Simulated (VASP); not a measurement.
# Si16N (a cell with a defect) in VASP: a series of runs

Si16N (a cell with a defect) is run at these levels: PBE; tasks: single point.

All numbers are computed with VASP 6.6.1; they aren't measurements. Logs are shortened: lines on timing, memory, paths and dates and some standing lists are left out, and cuts for length are marked.

**1. The cell of the first run**

The cell holds a defect, 17 atoms: a = 7.679 Å, b = 7.679 Å, c = 7.679 Å, α = 60.00°, β = 60.00°, γ = 60.00°.

**2. Single point, PBE, collinear spin, ferromagnetic start**

INCAR reads:

```
PREC     = Accurate       # precision mode
ENCUT    = 520            # plane-wave cutoff, eV
EDIFF    = 1E-6           # SCF threshold, eV
ISMEAR   = -1             # smearing method
SIGMA    = 0.002          # smearing width, eV
LREAL    = Auto         
LASPH    = True           # aspherical terms in the spheres
NELM     = 150            # most SCF steps
ALGO     = Normal         # electronic algorithm
ISIF     = 2              # what is computed and relaxed
LWAVE    = False          # write WAVECAR
LCHARG   = False          # write CHGCAR
ISPIN    = 2              # spin polarisation
MAGMOM   = 0 0 0 0 0 0 0 0 0 0 0 0 0 0 0 0 1 # initial moments
LORBIT   = 11             # projections on sites
GGA      = PE             # functional
NBANDS   = 52             # bands
```

KPOINTS reads:

```
regular mesh
0
Gamma
  2 2 2
```

POSCAR reads:

```
Si16N
1.0
    0.0000000000      5.4300000000      5.4300000000
    5.4300000000      0.0000000000      5.4300000000
    5.4300000000      5.4300000000      0.0000000000
Si N
16 1
Direct
    0.0384346225      0.0273848987     -0.0537384899
    0.1388397790      0.1465193370      0.1210313076
   -0.0091252302      0.0140055249      0.5377808471
    0.1621639042      0.1573204420      0.5695119705
    0.0242449355      0.5114272560      0.0073572744
    0.1695303867      0.6735819521      0.0897329650
    0.0098710866      0.5518784530      0.4414917127
    0.0963904236      0.6235543278      0.6481583794
    0.5207642726      0.0250736648     -0.0231767956
    0.6441528545      0.1544843462      0.1117219153
    0.5595027624     -0.0595395948      0.4786740331
    0.6413075506      0.0786187845      0.6363351750
    0.5104327808      0.5230847145      0.0469705341
    0.6450460405      0.6294290976      0.1460589319
    0.4533425414      0.4729558011      0.4916850829
    0.5386187845      0.5985635359      0.6457274401
    0.7727992634      0.6650828729      0.4589134438
```

Potentials or basis: VASP PAW PBE potentials, release 64 (Si, N).

Command:

```bash
cat potpaw_PBE.64/Si/POTCAR potpaw_PBE.64/N/POTCAR > POTCAR
mpirun -np 1 vasp_std > vasp.out
```

OUTCAR:

```text
PREC = Accurate
   ENCUT = 520
   EDIFF = 1E-6
   ISMEAR = -1
   LREAL = Auto
   LASPH = True
   NELM = 150
   ISIF = 2
   ISPIN = 2
   LORBIT = 11
   GGA = PE

 ion  position               nearest neighbor table
   1  0.038  0.027  0.946-   6 2.23   4 2.36  10 2.48   2 2.49
   2  0.139  0.147  0.121-   5 2.29   9 2.40   1 2.49   3 2.61
   3  0.991  0.014  0.538-  12 2.24   4 2.24   8 2.47   2 2.61
   4  0.162  0.157  0.570-   3 2.24   1 2.36   7 2.48  11 2.55
   5  0.024  0.511  0.007-   8 2.29   2 2.29  14 2.38   6 2.47
   6  0.170  0.674  0.090-  13 2.19   7 2.23   1 2.23   5 2.47
   7  0.010  0.552  0.441-  17 1.54   6 2.23   8 2.36   4 2.48  16 3.05
   8  0.096  0.624  0.648-  15 2.28   5 2.29   7 2.36   3 2.47
   9  0.521  0.025  0.977-  12 2.18   2 2.40  10 2.43  14 2.49
  10  0.644  0.154  0.112-  13 2.35  11 2.38   9 2.43   1 2.48
  11  0.560  0.940  0.479-  17 1.95  16 2.33  10 2.38  12 2.39   4 2.55
  12  0.641  0.079  0.636-   9 2.18   3 2.24  11 2.39  15 2.52
  13  0.510  0.523  0.047-  14 2.14   6 2.19  10 2.35  16 2.75  15 3.06
  14  0.645  0.629  0.146-  13 2.14  15 2.31   5 2.38   9 2.49
  15  0.453  0.473  0.492-   8 2.28  16 2.30  14 2.31  12 2.52  13 3.06
  16  0.539  0.599  0.646-  17 1.78  15 2.30  11 2.33  13 2.75   7 3.05
  17  0.773  0.665  0.459-   7 1.54  16 1.78  11 1.95

  LATTYP: Found a face centered cubic cell.
 ALAT       =    10.8600000000

  Lattice vectors:

 A1 = (   0.0000000000,   5.4300000000,   5.4300000000)
 A2 = (   5.4300000000,   0.0000000000,   5.4300000000)
 A3 = (   5.4300000000,   5.4300000000,   0.0000000000)

Analysis of symmetry for initial positions (statically):
[... 5 lines left out ...]
 face centered cubic supercell.

 Subroutine GETGRP returns: Found  1 space group operations
 (whereof  1 operations were pure point group operations)
 out of a pool of 48 trial point group operations.

The static configuration has the point symmetry C_1 .

Analysis of symmetry for dynamics (positions and initial velocities):
[... 5 lines left out ...]
 face centered cubic supercell.

 Subroutine GETGRP returns: Found  1 space group operations
 (whereof  1 operations were pure point group operations)
 out of a pool of 48 trial point group operations.

The dynamic configuration has the point symmetry C_1 .

Analysis of structural, dynamic, and magnetic symmetry:
=====================================================================
 Subroutine PRICEL returns:
 Original cell was already a primitive cell.

 Routine SETGRP: Setting up the symmetry group for a
 face centered cubic supercell.

 Subroutine GETGRP returns: Found  1 space group operations
 (whereof  1 operations were pure point group operations)
 out of a pool of 48 trial point group operations.

The overall configuration has the point symmetry C_1 .

[... 157 lines left out ...]
  free energy    TOTEN  =       -89.22554156 eV

  energy without entropy =      -89.22551789  energy(sigma->0) =      -89.22552972

 E-fermi :   6.0912     XC(G=0):  -9.5764

 val. band max:        6.0816372565   @ k =   0.0000   0.0000   0.0000
 cond. band min:       6.1008463355   @ k =   0.5000   0.5000   0.0000
 fundamental gap:      0.0192090790
 Fermi energy:         6.0912418018

 spin component 1

 k-point     1 :       0.0000    0.0000    0.0000
  band No.  band energies     occupation
      1     -10.6982      1.00000
      2      -5.7960      1.00000
      3      -4.4447      1.00000
      4      -3.9419      1.00000
      5      -3.7130      1.00000
      6      -3.1558      1.00000
[... 381 lines left out ...]
     45       9.6545      0.00000
     46       9.9317      0.00000
 Fermi energy:         6.0912418018

 spin component 2

 k-point     1 :       0.0000    0.0000    0.0000
  band No.  band energies     occupation
      1     -10.7407      1.00000
      2      -5.8074      1.00000
      3      -4.4690      1.00000
      4      -3.9572      1.00000
      5      -3.7247      1.00000
      6      -3.1708      1.00000
[... 381 lines left out ...]
     45       9.6261      0.00000
     46       9.9103      0.00000
 [bands above 46 left out]

------------------------ aborting loop because EDIFF is reached ----------------------------------------

  FORCE on cell =-STRESS in cart. coord.  units (eV):
  Direction    XX          YY          ZZ          XY          YZ          ZX
  --------------------------------------------------------------------------------------
  -------------------------------------------------------------------------------------
  Total        6.2303746     13.7686867     12.1879043     -1.9086196      7.6925444     -5.0417827
  in kB       31.1741954     68.8927648     60.9831894     -9.5499363     38.4902834    -25.2269775
  external PRESSURE =      53.6833832 kB  Pullay stress =       0.0000000 kB

 VOLUME and BASIS-vectors are now :
 -----------------------------------------------------------------------------
  energy-cutoff  :      520.00
  volume of cell :      320.21
      direct lattice vectors                 reciprocal lattice vectors
     0.000000000  5.430000000  5.430000000    -0.092081031  0.092081031  0.092081031
     5.430000000  0.000000000  5.430000000     0.092081031 -0.092081031  0.092081031
     5.430000000  5.430000000  0.000000000     0.092081031  0.092081031 -0.092081031

 POSITION                                       TOTAL-FORCE (eV/Angst)
 -----------------------------------------------------------------------------------
      5.28690      5.34690      0.35740         2.054879     -0.534262      0.776399
      1.45280      1.41110      1.54950        -0.581240      0.616079     -1.015016
      2.99620      8.30060      5.45650        -2.685273     -0.551449      0.278575
      3.94670      3.97300      1.73480         0.633789      0.514750      0.888816
      2.81700      0.17160      2.90870         0.662906      0.467387     -0.155610
      4.14480      1.40780      4.57810        -0.864696     -0.983263     -0.928168
[... 9 lines left out ...]
      6.75650      6.43100      6.17490         0.933391      1.104001      0.406487
      6.10330      6.68820      7.80770         3.729968     -5.322213     -3.825889
 -----------------------------------------------------------------------------------
    total drift:                               -0.000021     -0.003030     -0.000156

  FREE ENERGIE OF THE ION-ELECTRON SYSTEM (eV)
  ---------------------------------------------------
  free  energy   TOTEN  =       -89.2255415580 eV

  energy  without entropy=      -89.2255178887  energy(sigma->0) =      -89.22552972

 total charge

# of ion       s       p       d       tot
------------------------------------------
    1        0.749   0.924   0.000   1.672
    2        0.749   0.896   0.000   1.645
    3        0.754   0.929   0.000   1.683
    4        0.780   0.885   0.000   1.665
    5        0.749   0.936   0.000   1.685
    6        0.759   1.007   0.000   1.766
[... 9 lines left out ...]
   16        0.792   0.853   0.000   1.645
   17        1.270   2.653   0.000   3.923
--------------------------------------------------
tot         13.407  17.581   0.000  30.988

 magnetization (x)

# of ion       s       p       d       tot
------------------------------------------
    1       -0.000   0.000   0.000  -0.000
    2        0.000  -0.000   0.000  -0.000
    3       -0.000  -0.000   0.000  -0.001
    4       -0.002  -0.009   0.000  -0.011
    5       -0.000  -0.001   0.000  -0.002
    6        0.000  -0.001   0.000  -0.001
[... 9 lines left out ...]
   16       -0.003  -0.016   0.000  -0.018
   17       -0.002  -0.027   0.000  -0.028
--------------------------------------------------
tot         -0.014  -0.090   0.000  -0.104
```

stdout:

```text
POSCAR found type information on POSCAR SiN
 POSCAR found :  2 types and      17 ions
 scaLAPACK will be used
 LDA part: xc-table for (Slater+PW92), standard interpolation
 POSCAR, INCAR and KPOINTS ok, starting setup
 FFT: planning ... GRIDC
 FFT: planning ... GRID_SOFT
 FFT: planning ... GRID
 WAVECAR not read
 entering main loop
```

Run time: 9.9 min. Hardware: 1 thread of Intel Xeon 6975P-C, shared host; peak memory 0.72 GiB.

What came out:

| Property | Result |
| --- | --- |
| Free energy | -89.2255 eV |
| Pressure | 5.4 GPa |
| Largest force | 7.542 eV/Å |
| Net moment | -0.25 μB per cell |
| Site moments | Si -0.00, -0.01, -0.02; N -0.03 μB |
| Valence electrons inside the program's atomic spheres | Si 1.67, 1.65, 1.68, 1.69, 1.77, 1.81, 1.70, 1.64, 1.60, 1.71, 1.74; N 3.92 |

Forces in eV/Å, atoms in the order of the input:
```
Si   2.055 -0.534  0.776
Si  -0.581  0.616 -1.015
Si  -2.685 -0.551  0.279
Si   0.634  0.515  0.889
Si   0.663  0.467 -0.156
Si  -0.865 -0.983 -0.928
Si  -2.329  5.537  1.905
Si   0.481 -0.952  1.027
Si   2.073  1.793 -1.663
Si  -1.137  0.040  0.121
Si   0.168 -0.186  0.227
Si  -0.269 -2.363  0.785
Si  -3.411 -1.019 -0.858
Si   1.330  0.546  2.641
Si  -0.790  1.294 -0.612
Si   0.933  1.104  0.406
N    3.730 -5.322 -3.826
```

Stress tensor (GPa, compression positive):
```
 3.12 -0.95 -2.52
-0.95  6.89  3.85
-2.52  3.85  6.10
```

Caveat: the k points lie up to 0.50 Å⁻¹ apart.

**3. Single point, PBE, collinear spin, ferromagnetic start**

INCAR reads:

```
SYSTEM = Si16N
PREC = Accurate
ENCUT = 520
EDIFF = 1E-7
ISMEAR = -1
SIGMA = 0.002
LREAL = Auto
LASPH = .True.
NELM = 150
ALGO = Normal
ISIF = 2
LWAVE = .False.
LCHARG = .False.
ISPIN = 2
MAGMOM = 0 0 0 0 0 0 0 0 0 0 0 0 0 0 0 0 1
LORBIT = 11
GGA = PE
NBANDS = 52
```

KPOINTS reads:

```
Automatic mesh
0
Gamma
  2 2 2
  0 0 0
```

POSCAR reads:

```
Si16N
1.0
    0.0000000000      5.4300000000      5.4300000000
    5.4300000000      0.0000000000      5.4300000000
    5.4300000000      5.4300000000      0.0000000000
Si N
16 1
Direct
    0.0383057090      0.0618047882     -0.0546961326
    0.1428637201      0.1522191529      0.1269337017
    0.0152394107      0.0233609576      0.5050000000
    0.2087937385      0.1622559853      0.5594198895
    0.0380662983      0.5138674033      0.0114548803
    0.1597974217      0.6698342541      0.0710681400
    0.0187845304      0.5213259669      0.4608103131
    0.0737753223      0.6502578269      0.6464640884
    0.5288121547     -0.0136187845      0.0261786372
    0.6318416206      0.1430202578      0.1205893186
    0.6021546961     -0.0721546961      0.4743830571
    0.6281491713      0.1192541436      0.6059944751
    0.5211602210      0.5111049724      0.0021731123
    0.6574953959      0.6218968692      0.1681215470
    0.4411786372      0.4458563536      0.5088950276
    0.5718600368      0.5282872928      0.6683057090
    0.7105248619      0.6886279926      0.4235267035
```

Potentials or basis: VASP PAW PBE potentials, release 64 (Si, N).

Command:

```bash
cat potpaw_PBE.64/Si/POTCAR potpaw_PBE.64/N/POTCAR > POTCAR
mpirun -np 1 vasp_std > vasp.out
```

Run time: 11 min. Hardware: 1 thread of Intel Xeon 6975P-C, shared host; peak memory 0.72 GiB.

It converged, with:

```yaml
Free_energy: -89.2570 eV
Pressure: 1.5 GPa
Largest_force: 4.593 eV/Å
Net_moment: 0.25 μB per cell
Site_moments: Si +0.00, -0.00, +0.01, +0.02; N +0.01 μB
Valence_electrons_inside_the_program's_atomic_spheres: Si 1.62, 1.68, 1.64, 1.74, 1.72, 1.59, 1.65, 1.69, 1.66, 1.61, 1.73, 1.63; N 3.73
```

Forces in eV/Å, atoms in the order of the input:
```
Si   0.109  0.051 -0.908
Si  -1.266  0.803 -0.496
Si   0.204 -0.351  0.266
Si  -0.510  0.264 -1.830
Si  -0.843 -1.886 -1.793
Si   2.270  1.033  1.668
Si   0.497 -1.635  0.530
Si  -0.256 -0.127  0.255
Si  -0.484 -2.309 -0.130
Si  -0.442  0.831  1.771
Si   0.496 -1.342 -0.055
Si  -0.858  4.418 -0.916
Si   0.195  0.596  0.871
Si  -0.703 -0.416 -0.575
Si   1.530 -2.079  1.078
Si  -0.088  0.290  0.304
N    0.150  1.859 -0.037
```

Stress tensor (GPa, compression positive):
```
 1.44 -0.86  3.68
-0.86  1.36 -0.64
 3.68 -0.64  1.70
```

Levels at points of the mesh, in eV from the Fermi level:
Spin up:
```
           k point  band 30  band 31  band 32  band 33  band 34  band 35  band 36  band 37  band 38  band 39
(0.00, 0.00, 0.00)    -1.16    -1.00    -0.98    -0.51    -0.45    -0.26    -0.09     0.13     0.32     0.54
(0.50, 0.00, 0.00)    -2.14    -1.53    -1.17    -0.96    -0.68     0.15     0.27     0.40     0.99     1.23
(0.00, 0.50, 0.00)    -1.86    -1.31    -1.25    -0.90    -0.61     0.02     0.28     0.80     0.81     1.14
(0.00, 0.00, 0.50)    -1.80    -1.67    -1.30    -1.08    -0.69    -0.03     0.68     0.69     1.01     1.12
(0.50, 0.50, 0.50)    -1.66    -1.43    -1.30    -1.04    -0.65    -0.02     0.36     0.48     0.99     1.30
(0.50, 0.50, 0.00)    -1.80    -1.74    -1.62    -1.46    -1.20    -0.22     0.49     0.84     0.89     1.62
(0.00, 0.50, 0.50)    -1.98    -1.68    -1.53    -1.32    -1.13     0.18     0.69     1.27     1.56     1.73
(0.50, 0.00, 0.50)    -2.00    -1.83    -1.37    -1.10    -1.07     0.27     0.78     1.08     1.40     1.75
```
Spin down:
| k point | band 30 | band 31 | band 32 | band 33 | band 34 | band 35 | band 36 | band 37 | band 38 | band 39 |
| --- | --- | --- | --- | --- | --- | --- | --- | --- | --- | --- |
| (0.00, 0.00, 0.00) | -1.15 | -1.00 | -0.97 | -0.46 | -0.39 | -0.23 | -0.06 | 0.15 | 0.34 | 0.54 |
| (0.50, 0.00, 0.00) | -2.13 | -1.53 | -1.15 | -0.95 | -0.66 | 0.19 | 0.32 | 0.42 | 1.00 | 1.25 |
| (0.00, 0.50, 0.00) | -1.85 | -1.30 | -1.23 | -0.88 | -0.58 | 0.08 | 0.30 | 0.82 | 0.83 | 1.16 |
| (0.00, 0.00, 0.50) | -1.79 | -1.66 | -1.29 | -1.08 | -0.68 | 0.07 | 0.69 | 0.76 | 1.01 | 1.12 |
| (0.50, 0.50, 0.50) | -1.64 | -1.42 | -1.29 | -1.01 | -0.64 | 0.09 | 0.38 | 0.54 | 1.00 | 1.31 |
| (0.50, 0.50, 0.00) | -1.80 | -1.73 | -1.60 | -1.44 | -1.19 | -0.15 | 0.50 | 0.89 | 0.93 | 1.63 |
| (0.00, 0.50, 0.50) | -1.96 | -1.67 | -1.51 | -1.31 | -1.12 | 0.26 | 0.72 | 1.29 | 1.58 | 1.76 |
| (0.50, 0.00, 0.50) | -1.99 | -1.83 | -1.37 | -1.09 | -1.05 | 0.36 | 0.82 | 1.10 | 1.42 | 1.77 |

Caveat: the k points lie up to 0.50 Å⁻¹ apart.
